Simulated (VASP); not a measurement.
Ag3B4: single point with PBE

The system is Ag3B4.

```
CELL_PARAMETERS angstrom
4.26887 0.00000 0.00000
-2.13443 3.69695 0.00000
0.00000 0.00000 5.93064
ATOMIC_POSITIONS crystal
Ag 0.00000 0.00000 0.00000
Ag 0.33333 0.66667 0.13272
Ag 0.66667 0.33333 0.86728
B 0.50000 0.00000 0.50000
B 0.00000 0.50000 0.50000
B 0.50000 0.50000 0.50000
B 0.00000 0.00000 0.50000
```

The cell was generated, and may not be a known phase.

```yaml
Program: VASP 6.6.1
Task: single point
Functional: PBE
Potentials_or_basis: VASP PAW PBE potentials, release 64 (Ag, B)
Cutoff: 520 eV
k_mesh: 6 × 6 × 4
Occupations: gaussian, width 0.1 eV
Spin: no spin polarisation
```

- Pressure: -7.6 GPa
- Largest force: 1.342 eV/Å
- Band gap on the k mesh: zero (an odd number of electrons rules out a gap without spin polarisation)

Forces on the atoms (eV/Å):
```
Ag   0.000  0.000  0.000
Ag   0.000  0.000  1.342
Ag   0.000  0.000 -1.342
B    0.000  0.000  0.000
B    0.000  0.000  0.000
B    0.000  0.000  0.000
B    0.000  0.000  0.000
```

Stress tensor (GPa, compression positive):
```
-12.50   0.00   0.00
  0.00 -12.50   0.00
  0.00   0.00   2.10
```

Levels at points of the mesh, in eV from the Fermi level:
| k point | band 19 | band 20 | band 21 | band 22 | band 23 | band 24 | band 25 | band 26 | band 27 | band 28 |
| --- | --- | --- | --- | --- | --- | --- | --- | --- | --- | --- |
| (0.00, 0.00, 0.00) | -3.35 | -3.35 | -3.18 | -1.19 | -0.95 | -0.95 | 2.92 | 3.30 | 3.30 | 6.85 |
| (0.50, 0.00, 0.00) | -2.90 | -2.01 | -1.71 | -1.26 | -0.68 | 2.29 | 2.44 | 2.51 | 2.71 | 3.08 |
| (0.00, 0.00, 0.50) | -3.32 | -3.32 | -1.62 | -1.06 | -1.06 | -0.49 | 2.24 | 3.17 | 3.17 | 3.29 |
| (0.50, 0.00, 0.50) | -3.26 | -2.86 | -2.50 | 0.87 | 1.22 | 2.17 | 2.36 | 2.44 | 2.69 | 3.50 |

Run time: 75 s on 1 thread of Intel(R) Xeon(R) Platinum 8259CL CPU @ 2.50GHz (Skylake/Cascade Lake), with other jobs on the host, peak memory 0.24 GiB.

Caveat: the stress differs along the axes, from -12 to 2 GPa; an odd number of electrons without spin polarisation forces a metal; a magnetic or distorted state may lie lower.
